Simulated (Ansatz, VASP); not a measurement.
## One calculation of Sn2AuO2, two programs

INCAR

```
SYSTEM = Sn2AuO2
ALGO = Normal ; DIPOL = 0.5 0.5 0.311
EDIFF = 1E-6 ; ENCUT = 520
GGA = PE ; IDIPOL = 3
ISIF = 2 ; ISMEAR = 0
ISPIN = 2 ; IVDW = 12
LASPH = .True. ; LCHARG = .False.
LDIPOL = .True. ; LMAXMIX = 4
LORBIT = 11 ; LREAL = .False.
LWAVE = .False. ; MAGMOM = 0 0 0 0 1
NBANDS = 38 ; NELM = 150
PREC = Accurate ; SIGMA = 0.05
```

KPOINTS

```
k-points
0
Gamma
  7 7 1
  0 0 0
```

The input POSCAR:

```
Sn2AuO2
1.0
    3.8201707215      0.0000000000      0.0000000000
    0.0000000000      3.8201707215      0.0000000000
    0.0000000000      0.0000000000     19.3630363687
Sn O Au
2 2 1
Direct
    0.5000000000      0.0000000000      0.2065791709
    0.0000000000      0.5000000000      0.3286176944
    0.0000000000      0.0000000000      0.2675984327
    0.5000000000      0.5000000000      0.2675984327
    0.1250000000      1.0000000000      0.4835520726
```

Input for Ansatz:

```yaml
crystal:
  lattice:
    - [3.8201707215, 0.0, 0.0]
    - [0.0, 3.8201707215, 0.0]
    - [0.0, 0.0, 19.3630363687]
  atoms:
    - { symbol: Sn, position: [0.5, 0.0, 0.2065791709] }
    - { symbol: O, position: [0.0, 0.0, 0.2675984327] }
    - { symbol: O, position: [0.5, 0.5, 0.2675984327] }
    - { symbol: Sn, position: [0.0, 0.5, 0.3286176944] }
    - { symbol: Au, position: [0.125, 1.0, 0.4835520726], spin: 1.0 }
basis:
  ecutwfc: 420
kpoints:
  mp_grid: { grid: [7, 7, 1] }
hamiltonian:
  xc: pbe
  pseudopotentials: { kind: paw, azcp: { folder: soft_1 } }
  dispersion: d3bj
scf:
  occupations: { method: gaussian, width: 0.05 }
output:
  forces: true
  eigenvalues: true
  populations: true
  write_density: true
  write_potential: true
  elf: true
  volumetric_format: npy
magnetization:
  spin_polarized: true
efield:
  axis: 3
  dipole_correction: true
  ramp_width: 0.04
```

Alike in both runs: task single point; functional PBE; dispersion D3(BJ); k mesh 7 × 7 × 1; occupations gaussian, width 0.05 eV; collinear spin.

|  | VASP | Ansatz |
| --- | --- | --- |
| version | VASP 6.6.1 | Ansatz 0.2.0 |
| potentials or method | VASP PAW PBE potentials, release 64 (Sn_d, O, Au), cutoff 520 eV | scalar-relativistic, plane waves, PAW |
| valence electrons in the cell | 51 | 59 |

VASP gave:

```
gap on the k mesh at the Fermi level (eV) : none
rms of the force components (eV/Å)        : 0.218
net moment per atom (μB)                  : 0.00
```

Estimate Ansatz's values.

gap on the k mesh at the Fermi level (eV): none; rms of the force components (eV/Å): 0.203; net moment per atom (μB): 0.00.

A gap of «none» marks a metal or a gap that the smearing closes. VASP's potentials hold 51 valence electrons a cell and Ansatz's 59, so a difference there can come from the potentials and not from the codes. Ansatz's warnings: seeded moment not kept, xc potential rough in thin density.

Neither program's run includes spin-orbit coupling.
